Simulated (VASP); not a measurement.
# SiGeO4 (I4_1/a) in VASP: single point with r2SCAN

Aim: the single point of SiGeO4 with r2SCAN.

All numbers are computed with VASP 6.6.1; they aren't measurements. Logs are shortened: lines on timing, memory, paths and dates and some standing lists are left out, and cuts for length are marked.

### Step 1. The cell of the first run

It takes space group I4_1/a (No. 88, tetragonal). The conventional cell has a = 4.292 Å, b = 4.292 Å, c = 11.024 Å, α = 90.00°, β = 90.00°, γ = 90.00°. Within 2.4 Å of Ge (site symmetry -4) lie 4 O at 1.77 Å. Within 2.2 Å of Si (site symmetry -4) lie 4 O at 1.63 Å. O (site symmetry 1) has 1 Si at 1.63 Å and 1 Ge at 1.77 Å within 2.2 Å.

### Step 2. Single point, r2SCAN

Contents of POSCAR:

```
SiGeO4
1.0
    0.0000000000      4.2915393165      0.0000000000
    4.2915393165      0.0000000000      0.0000000000
    2.1457696583      2.1457696583     -5.5121022642
Ge Si O
2 2 8
Direct
    0.0000000000      0.0000000000      0.0000000000
    0.7500000000      0.2500000000      0.5000000000
    0.5000000000      0.5000000000      0.0000000000
    0.2500000000      0.7500000000      0.5000000000
    0.3506126594      0.3146136825      0.8608426267
    0.0646136825      0.0385447139      0.3608426267
    0.7885447139      0.8245436909      0.8608426267
    0.5745436909      0.6006126594      0.3608426267
    0.3993873406      0.9353863175      0.6391573733
    0.6853863175      0.2114552861      0.1391573733
    0.9614552861      0.4254563091      0.6391573733
    0.1754563091      0.6493873406      0.1391573733
```

Contents of INCAR.step1:

```
SYSTEM = SiGeO4
PREC = Accurate ; ENCUT = 520
ISMEAR = -1 ; SIGMA = 0.1
LREAL = .False. ; LASPH = .True.
NELM = 80 ; NBANDS = 54
GGA = PE ; ALGO = Normal
EDIFF = 1E-4 ; LWAVE = .True.
LCHARG = .False.
```

Contents of INCAR.step2:

```
SYSTEM = SiGeO4
PREC = Accurate ; ENCUT = 520
EDIFF = 1E-6 ; ISMEAR = -1
SIGMA = 0.1 ; LREAL = .False.
LASPH = .True. ; NELM = 80
ALGO = Normal ; ISIF = 2
LWAVE = .False. ; LCHARG = .False.
METAGGA = R2SCAN ; LMIXTAU = .True.
NBANDS = 54 ; ISTART = 1
```

Contents of KPOINTS:

```
Automatic mesh
0
Gamma
  4 4 4
  0 0 0
```

Potentials or basis: VASP PAW PBE potentials, release 64 (Ge_d, Si, O).

Command:

```sh
> cat potpaw_PBE.64/Ge_d/POTCAR potpaw_PBE.64/Si/POTCAR potpaw_PBE.64/O/POTCAR > POTCAR
> cp INCAR.step1 INCAR
> mpirun -np 1 vasp_std > vasp.out
> cp INCAR.step2 INCAR
> mpirun -np 1 vasp_std > vasp.out
```

OUTCAR:

```text
SYSTEM = SiGeO4
   PREC = Accurate
   ENCUT = 520
   EDIFF = 1E-6
   ISMEAR = -1
   LREAL = .False.
   LASPH = .True.
   NELM = 80
   ISIF = 2
   METAGGA = R2SCAN
   ISTART = 1

 ion  position               nearest neighbor table
   1  0.000  0.000  0.000-  12 1.77   7 1.77   5 1.77  10 1.77   8 2.44  11 2.44   9 2.44   6 2.44
                             3 3.03   3 3.03   3 3.03   3 3.03
   2  0.750  0.250  0.500-   8 1.77  11 1.77   9 1.77   6 1.77  12 2.44   7 2.44   5 2.44  10 2.44
                             4 3.03   4 3.03   4 3.03   4 3.03
   3  0.500  0.500  0.000-  10 1.63   5 1.63   7 1.63  12 1.63   1 3.03   1 3.03   1 3.03   1 3.03

   4  0.250  0.750  0.500-   6 1.63   9 1.63  11 1.63   8 1.63   2 3.03   2 3.03   2 3.03   2 3.03

   5  0.351  0.315  0.861-   3 1.63   1 1.77   2 2.44
   6  0.065  0.039  0.361-   4 1.63   2 1.77   1 2.44
   7  0.789  0.825  0.861-   3 1.63   1 1.77   2 2.44
   8  0.575  0.601  0.361-   4 1.63   2 1.77   1 2.44
   9  0.399  0.935  0.639-   4 1.63   2 1.77   1 2.44
  10  0.685  0.211  0.139-   3 1.63   1 1.77   2 2.44
  11  0.961  0.425  0.639-   4 1.63   2 1.77   1 2.44
  12  0.175  0.649  0.139-   3 1.63   1 1.77   2 2.44

  LATTYP: Found a body centered tetragonal cell.
 ALAT       =     4.2915393165
 C/A-ratio  =     2.5688229130

  Lattice vectors:

 A1 = (  -2.1457696583,   2.1457696582,   5.5121022642)
 A2 = (   2.1457696582,  -2.1457696583,   5.5121022642)
 A3 = (   2.1457696583,   2.1457696583,  -5.5121022642)

Analysis of symmetry for initial positions (statically):
=====================================================================
 Subroutine PRICEL returns:
 Original cell was already a primitive cell.

 Routine SETGRP: Setting up the symmetry group for a
 body centered tetragonal supercell.

 Subroutine GETGRP returns: Found  8 space group operations
 (whereof  4 operations were pure point group operations)
 out of a pool of 16 trial point group operations.

The static configuration has the point symmetry S_4 .
 The point group associated with its full space group is C_4h.

Analysis of symmetry for dynamics (positions and initial velocities):
=====================================================================
 Subroutine PRICEL returns:
 Original cell was already a primitive cell.

 Routine SETGRP: Setting up the symmetry group for a
 body centered tetragonal supercell.

 Subroutine GETGRP returns: Found  8 space group operations
 (whereof  4 operations were pure point group operations)
 out of a pool of 16 trial point group operations.

The dynamic configuration has the point symmetry S_4 .
 The point group associated with its full space group is C_4h.

 Subroutine INISYM returns: Found  8 space group operations
 (whereof  4 operations are pure point group operations),
 and found     1 'primitive' translations

----------------------------------------------------------------------------------------

                                     Primitive cell

  volume of cell :     101.5181

  direct lattice vectors                    reciprocal lattice vectors
     0.000000000  4.291539316  0.000000000     0.000000000  0.233016623  0.090709493
     4.291539316  0.000000000  0.000000000     0.233016623  0.000000000  0.090709493
     2.145769658  2.145769658 -5.512102264     0.000000000  0.000000000 -0.181418985

  length of vectors
     4.291539316  4.291539316  6.292211553     0.250049913  0.250049913  0.181418985

  position of ions in fractional coordinates (direct lattice)
     0.000000000  0.000000000  0.000000000
     0.750000000  0.250000000  0.500000000
     0.500000000  0.500000000  0.000000000
     0.250000000  0.750000000  0.500000000
     0.350612659  0.314613683  0.860842627
     0.064613683  0.038544714  0.360842627
     0.788544714  0.824543691  0.860842627
     0.574543691  0.600612659  0.360842627
     0.399387341  0.935386317  0.639157373
     0.685386317  0.211455286  0.139157373
     0.961455286  0.425456309  0.639157373
     0.175456309  0.649387341  0.139157373

  ion indices of the primitive-cell ions
   primitive index   ion index
                 1           1
                 2           2
                 3           3
                 4           4
                 5           5
                 6           6
                 7           7
                 8           8
                 9           9
                10          10
                11          11
                12          12

----------------------------------------------------------------------------------------

 KPOINTS: Automatic mesh

Automatic generation of k-mesh.
 Grid dimensions read from file:
 generate k-points for:    4    4    4

 Generating k-lattice:

  Cartesian coordinates                     Fractional coordinates (reciprocal lattice)
     0.000000000  0.058254156  0.022677373     0.250000000  0.000000000  0.000000000
     0.058254156  0.000000000  0.022677373     0.000000000  0.250000000  0.000000000
     0.000000000  0.000000000 -0.045354746     0.000000000  0.000000000  0.250000000

  Length of vectors
     0.062512478  0.062512478  0.045354746

  Shift w.r.t. Gamma in fractional coordinates (k-lattice)
     0.000000000  0.000000000  0.000000000

 Subroutine IBZKPT returns following result:
 ===========================================

 Found     14 irreducible k-points:

 Following reciprocal coordinates:
            Coordinates               Weight
  0.000000  0.000000  0.000000      1.000000
  0.250000  0.000000  0.000000      8.000000
  0.500000  0.000000  0.000000      4.000000
  0.250000  0.250000  0.000000      8.000000
  0.500000  0.250000  0.000000      8.000000
 -0.250000  0.500000  0.000000      8.000000
 -0.250000  0.250000  0.000000      4.000000
  0.500000  0.500000  0.000000      2.000000
  0.000000  0.000000  0.250000      2.000000
  0.500000  0.000000  0.250000      4.000000
 -0.250000  0.000000  0.250000      8.000000
  0.500000  0.500000  0.250000      2.000000
 -0.250000 -0.250000  0.250000      4.000000
  0.000000  0.000000  0.500000      1.000000
   k-points           NKPTS =     14   k-points in BZ     NKDIM =     14   number of bands    NBANDS=     54
   number of dos      NEDOS =    301   number of ions     NIONS =     12
   total plane-waves  NPLWV =  49152
   dimension x,y,z NGX =    32 NGY =   32 NGZ =   48
   dimension x,y,z NGXF=    64 NGYF=   64 NGZF=   96
   ions per type =               2   2   8
   NGX,Y,Z   is equivalent  to a cutoff of  12.40, 12.40, 12.68 a.u.
   NGXF,Y,Z  is equivalent  to a cutoff of  24.79, 24.79, 25.36 a.u.
 SYSTEM =  SiGeO4
   PREC   = accura    normal or accurate (medium, high low for compatibility)
   ISTART =      1    job   : 0-new  1-cont  2-samecut
   ICHARG =      0    charge: 1-file 2-atom 10-const
   ISPIN  =      1    spin polarized calculation?
   LNONCOLLINEAR =      F non collinear calculations
   LSORBIT =      F    spin-orbit coupling
   LASPH  =      T    aspherical Exc in radial PAW
   ENCUT  =  520.0 eV  38.22 Ry    6.18 a.u.   7.98  7.98 11.70*2*pi/ulx,y,z
   NELM   =     80;   NELMIN=  2; NELMDL=  0     # of ELM steps
   EDIFF  = 0.1E-05   stopping-criterion for ELM
   LREAL  =      F    real-space projection
   EDIFFG = 0.1E-04   stopping-criterion for IOM
   NSW    =      0    number of steps for IOM
   IBRION =     -1    ionic relax: 0-MD 1-quasi-New 2-CG
   NFREE  =      0    steps in history (QN), initial steepest desc. (CG)
   ISIF   =      2    stress and relaxation
   ISYM   =      2    0-nonsym 1-usesym 2-fastsym
   POTIM  = 0.5000    time-step for ionic-motion
   TEBEG  =    0.0;   TEEND  =   0.0 temperature during run
   PSTRESS=    0.0 pullay stress
   NELECT =      84.0000    total number of electrons
   NUPDOWN=      -1.0000    fix difference up-down
   EMIN   =  10.00;   EMAX   =-10.00  energy-range for DOS
   EFERMI =   0.00;   METHOD = LEGACY
   ISMEAR =    -1;   SIGMA  =   0.10  broadening in eV -4-tet -1-fermi 0-gaus
   EFERMI_NEDOS =   21; number of points for ismear=-14 and -15
   IALGO  =     38    algorithm
   IMIX   =      4    mixing-type and parameters
     AMIX     =   0.40;   BMIX     =  1.00
     AMIX_MAG =   1.60;   BMIX_MAG =  1.00
  volume/ion in A,a.u.               =       8.46        57.09
  Fermi-wavevector in a.u.,A,eV,Ry     =   1.536928  2.904372 32.138958  2.362147
  Thomas-Fermi vector in A             =   2.643508
   LORBIT       =      0    0 simple, 1 ext, 2 COOP (PROOUT), +10 PAW based schemes
   METAGGA = R2SCAN    functional components
   LHFCALC =     F    Hartree Fock is set to
   AEXX    =    0.0000 exact exchange contribution
   IVDW    =     0    specifies the selected vdW correction
   LEPSILON=     F    determine dielectric tensor
   LRPA    =     F    only Hartree local field effects (RPA)
 non-spin polarized calculation
  energy-cutoff  :      520.00
  volume of cell :      101.52
 maximum number of plane-waves:      2756
   NGX = 15   NGY = 15   NGZ = 23

 number of electron      83.9999976 magnetization

 Free energy of the ion-electron system (eV)
  ---------------------------------------------------
  ext. energy  EPLUGINS =         0.00000000
  ---------------------------------------------------
  free energy    TOTEN  =      -117.91111681 eV

  energy without entropy =     -117.91111681  energy(sigma->0) =     -117.91111681

 E-fermi :   8.4706     XC(G=0): -13.0943

 val. band max:        6.1059985933   @ k =   0.2500   0.0000   0.0000
 cond. band min:      10.6409045407   @ k =   0.0000   0.0000   0.0000
 fundamental gap:      4.5349059474
 Fermi energy:         8.4705868565

 k-point     1 :       0.0000    0.0000    0.0000
  band No.  band energies     occupation
      1     -18.6341      2.00000
      2     -18.6237      2.00000
      3     -18.5527      2.00000
      4     -18.5525      2.00000
      5     -18.5324      2.00000
      6     -18.5323      2.00000
[... 46 lines left out ...]
     53      18.7943      0.00000
     54      18.8852      0.00000
[... 739 lines left out ...]
     53      19.5180      0.00000
     54      19.5180      0.00000

------------------------ aborting loop because EDIFF is reached ----------------------------------------

  FORCE on cell =-STRESS in cart. coord.  units (eV):
  Direction    XX          YY          ZZ          XY          YZ          ZX
  --------------------------------------------------------------------------------------
  -------------------------------------------------------------------------------------
  Total       13.5588271     13.5588271     12.6826605     -0.0000094     -0.0000000     -0.0000000
  in kB      213.9879152    213.9879152    200.1600920     -0.0001490     -0.0000000     -0.0000000
  external PRESSURE =     209.3786408 kB  Pullay stress =       0.0000000 kB

 VOLUME and BASIS-vectors are now :
 -----------------------------------------------------------------------------
  energy-cutoff  :      520.00
  volume of cell :      101.52
      direct lattice vectors                 reciprocal lattice vectors
     0.000000000  4.291539316  0.000000000     0.000000000  0.233016623  0.090709493
     4.291539316  0.000000000  0.000000000     0.233016623  0.000000000  0.090709493
     2.145769658  2.145769658 -5.512102264     0.000000000  0.000000000 -0.181418985

 POSITION                                       TOTAL-FORCE (eV/Angst)
 -----------------------------------------------------------------------------------
      0.00000      0.00000      0.00000         0.000000      0.000000      0.000000
      2.14577      4.29154     -2.75605         0.000000      0.000000      0.000000
      2.14577      2.14577      0.00000         0.000000      0.000000      0.000000
      4.29154      2.14577     -2.75605         0.000000      0.000000      0.000000
      3.19735      3.35184     -4.74505         0.030930      0.045375      0.069554
      0.93970      1.05158     -1.98900        -0.045375      0.030930      0.069554
      5.38573      5.23124     -4.74505        -0.030930     -0.045375      0.069554
      3.35184      3.23996     -1.98900         0.045375     -0.030930      0.069554
      5.38573      3.08547     -3.52310        -0.030930     -0.045375     -0.069554
      1.20607      3.23996     -0.76705         0.045375     -0.030930     -0.069554
      3.19735      5.49761     -3.52310         0.030930      0.045375     -0.069554
      3.08547      1.05158     -0.76705        -0.045375      0.030930     -0.069554
 -----------------------------------------------------------------------------------
    total drift:                               -0.000000      0.000000     -0.000000

  FREE ENERGIE OF THE ION-ELECTRON SYSTEM (eV)
  ---------------------------------------------------
  free  energy   TOTEN  =      -117.9111168077 eV

  energy  without entropy=     -117.9111168076  energy(sigma->0) =     -117.91111681
```

Wall time 2.8 min (1 thread of Intel Xeon Platinum 8559C (Emerald Rapids), shared host); peak memory 0.25 GiB.

What came out:

- Free energy: -117.9111 eV
- Pressure: 20.9 GPa
- Largest force: 0.089 eV/Å
- Band gap on the k mesh: 4.53 eV, indirect (least direct gap 4.62 eV)

Forces on the atoms (eV/Å):
```
Ge   0.000  0.000  0.000
Ge   0.000  0.000  0.000
Si   0.000  0.000  0.000
Si   0.000  0.000  0.000
O    0.031  0.045  0.070
O   -0.045  0.031  0.070
O   -0.031 -0.045  0.070
O    0.045 -0.031  0.070
O   -0.031 -0.045 -0.070
O    0.045 -0.031 -0.070
O    0.031  0.045 -0.070
O   -0.045  0.031 -0.070
```

Caveat: the PAW data sets were made with another functional, which shifts forces and pressure a little. r2SCAN opens gaps a little over a GGA but as a rule still falls short of measured ones.
